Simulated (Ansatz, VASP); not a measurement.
## SiC in VASP and in Ansatz

Contents of POSCAR:

```
SiC
1.0
    0.0000000000      2.1780523476      2.1780523476
    2.1780523476      0.0000000000      2.1780523476
    2.1780523476      2.1780523476      0.0000000000
Si C
1 1
Direct
    0.0000000000      0.0000000000      0.0000000000
    0.2500000000      0.2500000000      0.2500000000
```

The input INCAR.step1:

```
SYSTEM = SiC
  PREC = Accurate
  ENCUT = 520
  EDIFF = 1E-5
  ISMEAR = 0
  SIGMA = 0.01
  LREAL = .False.
  LASPH = .True.
  NELM = 60
  ALGO = Normal
  ISIF = 2
  LWAVE = .True.
  GGA = PE
  NBANDS = 11
```

Contents of INCAR.step2:

```
SYSTEM = SiC
  PREC = Accurate
  ENCUT = 520
  EDIFF = 1E-6
  ISMEAR = 0
  SIGMA = 0.01
  LREAL = .False.
  LASPH = .True.
  NELM = 60
  ALGO = Normal
  ISIF = 2
  LWAVE = .False.
  LCHARG = .True.
  GGA = PE
  LHFCALC = .True.
  HFSCREEN = 0.2079
  PRECFOCK = Normal
  LELF = .True.
  LVHAR = .True.
  ISTART = 1
  NBANDS = 11
```

KPOINTS

```
regular mesh
0
Gamma
  4 4 4
  0 0 0
```

Input for Ansatz:

```yaml
crystal:
  lattice:
    - [0.0, 2.1780523476, 2.1780523476]
    - [2.1780523476, 0.0, 2.1780523476]
    - [2.1780523476, 2.1780523476, 0.0]
  atoms:
    - { symbol: Si, position: [0.0, 0.0, 0.0] }
    - { symbol: C, position: [0.25, 0.25, 0.25] }
kpoints:
  mp_grid: { grid: [4, 4, 4] }
hamiltonian:
  xc: hse06
scf:
  occupations: { method: fixed }
  n_extra_bands: 4
output:
  forces: true
  stress: true
  eigenvalues: true
```

Alike in both runs: task single point; functional HSE06; k mesh 4 × 4 × 4; no spin polarisation.

|  | VASP | Ansatz |
| --- | --- | --- |
| version | VASP 6.6.1 | Ansatz 0.2.0 |
| potentials or method | VASP PAW PBE potentials, release 64 (Si, C) | plane waves, PAW |
| plane-wave cutoff (eV) | 520 | 420 |
| occupations | gaussian, width 0.01 eV | fixed |
| valence electrons in the cell | 8 | 8 |

VASP gave:

* gap on the k mesh at the Fermi level (eV): 2.24
* pressure (GPa): -1.2

Question: Estimate Ansatz's values.

Answer: gap on the k mesh at the Fermi level (eV): 2.23; pressure (GPa): -0.7.

Ansatz's warnings: stress exchange threshold loose, stress scf threshold loose.

The k mesh is coarse, so the values compare programs but aren't converged.
